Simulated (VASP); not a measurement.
Set up this calculation in VASP 6.6.1, as the native input.

* Task: single point
* Functional: PBE
* Potentials or basis: VASP PAW PBE potentials, release 64 (Au)
* Cutoff: 520 eV
* k mesh: 10 × 10 × 10
* Occupations: gaussian, width 0.014 eV
* Spin: no spin polarisation
* Dipole correction: no
* Further INCAR settings: ALGO = Normal; EDIFF = 1e-06; NBANDS = 12

The structure of Au lies in POSCAR:

```
Au
1.0
    2.7484100000      0.0000000000      0.0000000000
    0.0000000000      2.7484100000      0.0000000000
    0.0000000000      0.0000000000      2.7484100000
Au
1
Direct
    0.5000000000      0.5000000000      0.5000000000
```

These files were run (other wordings do the same):

INCAR

```
SYSTEM = Au
ALGO = Normal
EDIFF = 1E-6
ENCUT = 520
GGA = PE
ISIF = 2
ISMEAR = 0
LASPH = .True.
LCHARG = .False.
LREAL = .False.
LWAVE = .False.
NBANDS = 12
NELM = 80
PREC = Accurate
SIGMA = 0.014
```

KPOINTS

```
k-points
0
Gamma
  10 10 10
  0 0 0
```

Potentials or basis: VASP PAW PBE potentials, release 64 (Au).

Launch:

```sh
$ cat potpaw_PBE.64/Au/POTCAR > POTCAR
$ mpirun -np 1 vasp_std > vasp.out
```

It gave:

* Pressure: 0.1 GPa

Wall time 12 s on 1 thread of Intel Xeon 8259CL (shared host), peak memory 0.13 GiB.
